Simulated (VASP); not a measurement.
# Te2Mo (P6_3/mmc) in VASP: a series of runs

The runs below take Te2Mo through single point, with PBE.

Everything below comes from runs of VASP 6.6.1. Logs are shortened: lines on timing, memory, paths and dates and some standing lists are left out, and cuts for length are marked.

**1. The cell of the first run**

It takes space group P6_3/mmc (No. 194, hexagonal). The conventional cell has a = 3.468 Å, b = 3.468 Å, c = 14.444 Å, α = 90.00°, β = 90.00°, γ = 120.00°. Within 3.5 Å of Te (site symmetry 3m) lie 3 Mo at 2.64 Å and 7 Te at 3.44 to 3.47 Å. Mo (site symmetry -6m2) has 6 Te at 2.64 Å and 6 Mo at 3.47 Å within 3.5 Å.

**2. Single point, PBE (strain -0.025 along x and y, -0.050 along z)**

INCAR reads:

```
  ALGO = Normal
  EDIFF = 1E-6
  ENCUT = 520
  GGA = PE
  ISIF = 2
  ISMEAR = 0
  LASPH = T
  LCHARG = F
  LREAL = F
  LWAVE = F
  NBANDS = 35
  NELM = 60
  PREC = Accurate
  SIGMA = 0.05
```

KPOINTS reads:

```
k-points
0
Gamma
  12 12 2
```

POSCAR reads:

```
Te2Mo
1.0
    3.4681397723      0.0000000000      0.0000000000
   -1.7340698861      3.0034971467      0.0000000000
    0.0000000000      0.0000000000     14.4444827251
Te Mo
4 2
Direct
    0.3333333333      0.6666666667      0.6310943552
    0.6666666667      0.3333333333      0.1310943552
    0.3333333333      0.6666666667      0.8689056448
    0.6666666667      0.3333333333      0.3689056448
    0.3333333333      0.6666666667      0.2500000000
    0.6666666667      0.3333333333      0.7500000000
```

Potentials or basis: VASP PAW PBE potentials, release 64 (Te, Mo_sv).

Started as:

```
cat potpaw_PBE.64/Te/POTCAR potpaw_PBE.64/Mo_sv/POTCAR > POTCAR
mpirun -np 1 vasp_std > vasp.out
```

OUTCAR:

```text
EDIFF = 1E-6
   ENCUT = 520
   GGA = PE
   ISIF = 2
   ISMEAR = 0
   LASPH = T
   LREAL = F
   NELM = 60
   PREC = Accurate

 ion  position               nearest neighbor table
   1  0.333  0.667  0.631-   6 2.64   6 2.64   6 2.64   3 3.44
   2  0.667  0.333  0.131-   5 2.64   5 2.64   5 2.64   4 3.44
   3  0.333  0.667  0.869-   6 2.64   6 2.64   6 2.64   1 3.44
   4  0.667  0.333  0.369-   5 2.64   5 2.64   5 2.64   2 3.44
   5  0.333  0.667  0.250-   2 2.64   4 2.64   2 2.64   4 2.64   2 2.64   4 2.64
   6  0.667  0.333  0.750-   1 2.64   3 2.64   1 2.64   3 2.64   1 2.64   3 2.64

  LATTYP: Found a hexagonal cell.
 ALAT       =     3.4681397723
 C/A-ratio  =     4.1649078969

  Lattice vectors:

 A1 = (   3.4681397723,   0.0000000000,   0.0000000000)
 A2 = (  -1.7340698861,   3.0034971467,   0.0000000000)
 A3 = (   0.0000000000,   0.0000000000,  14.4444827251)

Analysis of symmetry for initial positions (statically):
=====================================================================
 Subroutine PRICEL returns:
 Original cell was already a primitive cell.

 Routine SETGRP: Setting up the symmetry group for a
 hexagonal supercell.

 Subroutine GETGRP returns: Found 24 space group operations
 (whereof 12 operations were pure point group operations)
 out of a pool of 24 trial point group operations.

The static configuration has the point symmetry D_3d.
 The point group associated with its full space group is D_6h.

Analysis of symmetry for dynamics (positions and initial velocities):
=====================================================================
 Subroutine PRICEL returns:
 Original cell was already a primitive cell.

 Routine SETGRP: Setting up the symmetry group for a
 hexagonal supercell.

 Subroutine GETGRP returns: Found 24 space group operations
 (whereof 12 operations were pure point group operations)
 out of a pool of 24 trial point group operations.

The dynamic configuration has the point symmetry D_3d.
 The point group associated with its full space group is D_6h.

 Subroutine INISYM returns: Found 24 space group operations
 (whereof 12 operations are pure point group operations),
 and found     1 'primitive' translations

----------------------------------------------------------------------------------------
[... 101 lines left out ...]
   EDIFF  = 0.1E-05   stopping-criterion for ELM
   LREAL  =      F    real-space projection
   EDIFFG = 0.1E-04   stopping-criterion for IOM
   NSW    =      0    number of steps for IOM
   IBRION =     -1    ionic relax: 0-MD 1-quasi-New 2-CG
   NFREE  =      0    steps in history (QN), initial steepest desc. (CG)
   ISIF   =      2    stress and relaxation
   ISYM   =      2    0-nonsym 1-usesym 2-fastsym
   POTIM  = 0.5000    time-step for ionic-motion
   TEBEG  =    0.0;   TEEND  =   0.0 temperature during run
   PSTRESS=    0.0 pullay stress
   NELECT =      52.0000    total number of electrons
   NUPDOWN=      -1.0000    fix difference up-down
   EMIN   =  10.00;   EMAX   =-10.00  energy-range for DOS
   EFERMI =   0.00;   METHOD = LEGACY
   ISMEAR =     0;   SIGMA  =   0.05  broadening in eV -4-tet -1-fermi 0-gaus
   EFERMI_NEDOS =   21; number of points for ismear=-14 and -15
   IALGO  =     38    algorithm
   IMIX   =      4    mixing-type and parameters
     AMIX     =   0.40;   BMIX     =  1.00
     AMIX_MAG =   1.60;   BMIX_MAG =  1.00
  volume/ion in A,a.u.               =      25.08       169.23
  Fermi-wavevector in a.u.,A,eV,Ry     =   1.148861  2.171032 17.958067  1.319881
  Thomas-Fermi vector in A             =   2.285533
   LORBIT       =      0    0 simple, 1 ext, 2 COOP (PROOUT), +10 PAW based schemes
   GGA     = PE    functional components
   LHFCALC =     F    Hartree Fock is set to
   AEXX    =    0.0000 exact exchange contribution
   IVDW    =     0    specifies the selected vdW correction
   LEPSILON=     F    determine dielectric tensor
   LRPA    =     F    only Hartree local field effects (RPA)
 non-spin polarized calculation
 Gauss-broadening in eV      SIGMA  =   0.05
  energy-cutoff  :      520.00
  volume of cell :      150.46
 maximum number of plane-waves:      4110
 NGX is ok and might be reduce to    28
   NGX = 13   NGY = 13   NGZ = 53

 number of electron      52.0000002 magnetization

 Free energy of the ion-electron system (eV)
  ---------------------------------------------------
  ext. energy  EPLUGINS =         0.00000000
  ---------------------------------------------------
  free energy    TOTEN  =       -35.50496401 eV

  energy without entropy =      -35.50496401  energy(sigma->0) =      -35.50496401

 E-fermi :   8.2379     XC(G=0): -10.2677

 val. band max:        8.0003596072   @ k =   0.0000   0.0000   0.0000
 cond. band min:       8.9333516421   @ k =   0.3333   0.3333   0.0000
 fundamental gap:      0.9329920348
 Fermi energy:         8.2378554347

 k-point     1 :       0.0000    0.0000    0.0000
  band No.  band energies     occupation
      1     -52.6617      2.00000
      2     -52.6617      2.00000
      3     -26.8809      2.00000
      4     -26.8809      2.00000
      5     -26.7440      2.00000
      6     -26.7440      2.00000
[... 901 lines left out ...]
     34      11.9986      0.00000
     35      13.6203      0.00000

 [... further k-points ...]

------------------------ aborting loop because EDIFF is reached ----------------------------------------

  FORCE on cell =-STRESS in cart. coord.  units (eV):
  Direction    XX          YY          ZZ          XY          YZ          ZX
  --------------------------------------------------------------------------------------
  -------------------------------------------------------------------------------------
  Total        9.1550577      9.1550577     13.9329605      0.0000000      0.0000000      0.0000000
  in kB       97.4868095     97.4868095    148.3638784      0.0000000      0.0000000      0.0000000
  external PRESSURE =     114.4458324 kB  Pullay stress =       0.0000000 kB

 VOLUME and BASIS-vectors are now :
 -----------------------------------------------------------------------------
  energy-cutoff  :      520.00
  volume of cell :      150.46
      direct lattice vectors                 reciprocal lattice vectors
     3.468139772  0.000000000  0.000000000     0.288339013  0.166472607  0.000000000
    -1.734069886  3.003497147  0.000000000     0.000000000  0.332945214  0.000000000
     0.000000000  0.000000000 14.444482725     0.000000000  0.000000000  0.069230586

 POSITION                                       TOTAL-FORCE (eV/Angst)
 -----------------------------------------------------------------------------------
     -0.00000      2.00233      9.11583        -0.000000     -0.000000     -1.960672
      1.73407      1.00117      1.89359        -0.000000      0.000000     -1.960672
     -0.00000      2.00233     12.55089        -0.000000     -0.000000      1.960672
      1.73407      1.00117      5.32865        -0.000000      0.000000      1.960672
     -0.00000      2.00233      3.61112        -0.000000      0.000000      0.000000
      1.73407      1.00117     10.83336         0.000000      0.000000      0.000000
 -----------------------------------------------------------------------------------
    total drift:                               -0.000000      0.000000     -0.000000

  FREE ENERGIE OF THE ION-ELECTRON SYSTEM (eV)
  ---------------------------------------------------
  free  energy   TOTEN  =       -35.5049640143 eV

  energy  without entropy=      -35.5049640143  energy(sigma->0) =      -35.50496401
```

Wall time 6.3 min (1 thread of Intel Xeon 8259CL, shared host); peak memory 0.38 GiB.

What came out:

```yaml
Free_energy: -35.5050 eV
Pressure: 11.4 GPa
Largest_force: 1.961 eV/Å
Band_gap_on_the_k_mesh: 0.93 eV (least direct gap 1.07 eV)
```

Forces in eV/Å, atoms in the order of the input:
```
Te   0.000  0.000 -1.961
Te   0.000  0.000 -1.961
Te   0.000  0.000  1.961
Te   0.000  0.000  1.961
Mo   0.000  0.000  0.000
Mo   0.000  0.000  0.000
```

Stress tensor (GPa, compression positive):
```
 9.75  0.00  0.00
 0.00  9.75  0.00
 0.00  0.00 14.84
```

Caveat: the cell differs from its parent crystal (strain -0.025 along x and y, -0.050 along z); the stress differs along the axes, from 10 to 15 GPa; spin-orbit coupling is left out, which moves the levels of the heavy elements; this functional lacks dispersion, which binds layers or chains, so the pressure and a relaxed spacing across them are unreliable; forces of over 1 eV/Å act on the atoms, so gaps and moduli don't describe the material at rest.

**3. Single point, PBE (strain -0.050 along x and y, +0.025 along z)**

INCAR reads:

```
SYSTEM = Te2Mo
PREC     = Accurate       ! precision mode
ENCUT    = 520            ! plane-wave cutoff, eV
EDIFF    = 1E-6           ! SCF threshold, eV
ISMEAR   = 0              ! smearing method
SIGMA    = 0.05           ! smearing width, eV
LREAL    = .FALSE.        ! projectors in reciprocal space
LASPH    = .TRUE.         ! aspherical terms in the spheres
NELM     = 100            ! most SCF steps
ALGO     = Normal         ! electronic algorithm
ISIF     = 2              ! what is computed and relaxed
LWAVE    = .FALSE.        ! write WAVECAR
LCHARG   = .FALSE.        ! write CHGCAR
GGA      = PE             ! functional
NBANDS   = 35             ! bands
```

KPOINTS reads:

```
regular mesh
0
G
  12 12 2
  0 0 0
```

POSCAR: that of step 2 with these lines changed.

```diff
@@ -2,5 +2,5 @@
 1.0
-    3.4681397723      0.0000000000      0.0000000000
-   -1.7340698861      3.0034971467      0.0000000000
-    0.0000000000      0.0000000000     14.4444827251
+    3.3792131114      0.0000000000      0.0000000000
+   -1.6896065557      2.9264843993      0.0000000000
+    0.0000000000      0.0000000000     15.5848366244
 Te Mo
```

Potentials or basis: VASP PAW PBE potentials, release 64 (Te, Mo_sv).

Started as:

```
cat potpaw_PBE.64/Te/POTCAR potpaw_PBE.64/Mo_sv/POTCAR > POTCAR
mpirun -np 1 vasp_std > vasp.out
```

Wall time 6.2 min (1 thread of Intel Xeon 8259CL, shared host); peak memory 0.38 GiB.

The run converged. Its results:

| Item | Value |
| --- | --- |
| Free energy | -35.6761 eV |
| Pressure | 7.0 GPa |
| Largest force | 0.362 eV/Å |
| Band gap on the k mesh | 0.76 eV (least direct gap 1.18 eV) |

Forces on the atoms (eV/Å):
```
Te   0.000  0.000 -0.362
Te   0.000  0.000 -0.362
Te   0.000  0.000  0.362
Te   0.000  0.000  0.362
Mo   0.000  0.000  0.000
Mo   0.000  0.000  0.000
```

Stress tensor (GPa, compression positive):
```
9.06 0.00 0.00
0.00 9.06 0.00
0.00 0.00 2.82
```

Levels at points of the mesh, in eV from the valence-band top:
```tsv
k point	band 24	band 25	band 26	band 27	band 28	band 29
(0.00, 0.00, 0.00)	-0.76	-0.76	-0.72	3.50	3.50	3.53
(0.50, 0.00, 0.00)	-1.02	-0.08	0.00	1.62	1.68	1.69
(0.00, 0.00, 0.50)	-0.76	-0.76	-0.76	3.51	3.51	3.51
(0.50, 0.00, 0.50)	-1.04	-0.04	-0.04	1.69	1.69	1.75
```

Caveat: the cell differs from its parent crystal (strain -0.050 along x and y, +0.025 along z); the stress differs along the axes, from 3 to 9 GPa; semilocal functionals underestimate gaps, and a narrow one can read as zero; spin-orbit coupling is left out, which moves the levels of the heavy elements; this functional lacks dispersion, which binds layers or chains, so the pressure and a relaxed spacing across them are unreliable.
